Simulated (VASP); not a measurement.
Wanted: the native input for a VASP 6.6.1 run.

```
Task                   : single point
Functional             : r2SCAN
Potentials or basis    : VASP PAW PBE potentials, release 64 (Li_sv, Cl)
Cutoff                 : 520 eV
k mesh                 : 8 × 8 × 8
Occupations            : gaussian, width 0.01 eV
Spin                   : no spin polarisation
Dipole correction      : no
Further INCAR settings : ALGO = Normal; EDIFF = 1e-07; NBANDS = 12
```

LiCl:

```
Li Cl
1.0
     3.27112    0.00000    0.00000
     0.00000    3.27112    0.00000
     0.00000    0.00000    3.29991
Li Cl
1 1
Direct
  0.00000 0.00000 0.00000
  0.50000 0.50000 0.50000
```

This cell differs from its parent crystal: uniaxial z strain +0.9%.

One way to write it, as run:

POSCAR

```
LiCl
1.0
    3.2711235777      0.0000000000      0.0000000000
    0.0000000000      3.2711235777      0.0000000000
    0.0000000000      0.0000000000      3.2999094652
Li Cl
1 1
Direct
    0.0000000000      0.0000000000      0.0000000000
    0.5000000000      0.5000000000      0.5000000000
```

INCAR.step1

```
PREC     = Accurate       # precision mode
ENCUT    = 520            # plane-wave cutoff, eV
ISMEAR   = 0              # smearing method
SIGMA    = 0.01           # smearing width, eV
LREAL    = F              # projectors in reciprocal space
LASPH    = T              # aspherical terms in the spheres
NELM     = 100            # most SCF steps
NBANDS   = 12             # bands
GGA      = PE             # functional
ALGO     = Normal         # electronic algorithm
EDIFF    = 1E-4           # SCF threshold, eV
LWAVE    = T              # write WAVECAR
LCHARG   = F              # write CHGCAR
```

INCAR.step2

```
PREC     = Accurate       # precision mode
ENCUT    = 520            # plane-wave cutoff, eV
EDIFF    = 1E-7           # SCF threshold, eV
ISMEAR   = 0              # smearing method
SIGMA    = 0.01           # smearing width, eV
LREAL    = F              # projectors in reciprocal space
LASPH    = T              # aspherical terms in the spheres
NELM     = 100            # most SCF steps
ALGO     = Normal         # electronic algorithm
ISIF     = 2              # what is computed and relaxed
LWAVE    = F              # write WAVECAR
LCHARG   = F              # write CHGCAR
METAGGA  = R2SCAN         # meta-GGA
LMIXTAU  = T            
NBANDS   = 12             # bands
ISTART   = 1
```

KPOINTS

```
regular mesh
0
Gamma
  8 8 8
```

Potentials or basis: VASP PAW PBE potentials, release 64 (Li_sv, Cl).

Launch:

```bash
$ cat potpaw_PBE.64/Li_sv/POTCAR potpaw_PBE.64/Cl/POTCAR > POTCAR
$ cp INCAR.step1 INCAR
$ mpirun -np 1 vasp_std > vasp.out
$ cp INCAR.step2 INCAR
$ mpirun -np 1 vasp_std > vasp.out
```

It gave:

The band gap on the k mesh is 5.32 eV, indirect (least direct gap 5.94 eV).

Caveat: the cell differs from its parent crystal (uniaxial z strain +0.9%).

It took 110 s on 1 thread of AMD EPYC 7R13 Processor (Zen 3) (shared host), peak memory 0.13 GiB.
